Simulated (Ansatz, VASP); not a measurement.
## Ta4N in VASP and in Ansatz

The input INCAR:

```
SYSTEM = Ta4N
PREC = Accurate
ENCUT = 600
EDIFF = 1E-6
ISMEAR = 0
SIGMA = 0.1
LREAL = .FALSE.
LASPH = .TRUE.
NELM = 80
ALGO = Normal
ISIF = 3
LWAVE = .FALSE.
LCHARG = .FALSE.
GGA = PE
IBRION = 2
NSW = 100
EDIFFG = -0.01
```

File KPOINTS:

```
regular mesh
0
G
  10 10 10
  0 0 0
```

POSCAR

```
Ta4N
1.0
    4.2908685883      0.0000000000      0.0000000000
    0.0000000000      4.2908685883      0.0000000000
    0.0000000000      0.0000000000      4.2908685883
Ta N
4 1
Direct
    0.5000000000      0.0000000000      0.0000000000
    0.0000000000      0.5000000000      0.0000000000
    0.0000000000      0.0000000000      0.5000000000
    0.5000000000      0.5000000000      0.5000000000
    0.0000000000      0.0000000000      0.0000000000
```

Input for Ansatz:

```yaml
crystal:
  lattice:
    - [4.2908685883, 0.0, 0.0]
    - [0.0, 4.2908685883, 0.0]
    - [0.0, 0.0, 4.2908685883]
  atoms:
    - { symbol: Ta, position: [0.5, 0.0, 0.0] }
    - { symbol: Ta, position: [0.0, 0.5, 0.0] }
    - { symbol: Ta, position: [0.0, 0.0, 0.5] }
    - { symbol: Ta, position: [0.5, 0.5, 0.5] }
    - { symbol: "N", position: [0.0, 0.0, 0.0] }
basis:
  ecutwfc: 420
kpoints:
  mp_grid: { grid: [10, 10, 10] }
hamiltonian:
  xc: pbe
scf:
  occupations: { method: gaussian, width: 0.1 }
output:
  forces: true
  stress: true
  eigenvalues: true
relax:
  adjacent_minimum: "off"
  f_tol: 0.01
  max_steps: 80
  cell: { stress_tol: 0.05 }
```

Change from the starting cell: species swapped into the Co4N type (Pm-3m, No. 221).

Alike in both runs: task relaxation of cell and atoms; functional PBE; k mesh 10 × 10 × 10; occupations gaussian, width 0.1 eV; no spin polarisation.

```csv
,VASP,Ansatz
version,VASP 6.6.1,Ansatz 0.2.0
potentials or method,"VASP PAW PBE potentials, release 64 (Ta_pv, N), cutoff 600 eV","scalar-relativistic, plane waves, PAW"
valence electrons in the cell,49,57
```

|  | VASP | Ansatz | Ansatz less VASP |
| --- | --- | --- | --- |
| gap on the k mesh at the Fermi level, each at its own relaxed structure (eV) | none | none | - |
| relaxed volume (Å³/atom) | 15.82 | 15.80 | -0.015 |
| relaxed length of the cell vector where the two differ most in proportion (Å) | 4.292 | 4.291 | -0.0014 |

A gap of «none» marks a metal or a gap that the smearing closes. VASP's potentials hold 49 valence electrons a cell and Ansatz's 57, so a difference there can come from the potentials and not from the codes.

Neither program's run includes spin-orbit coupling.
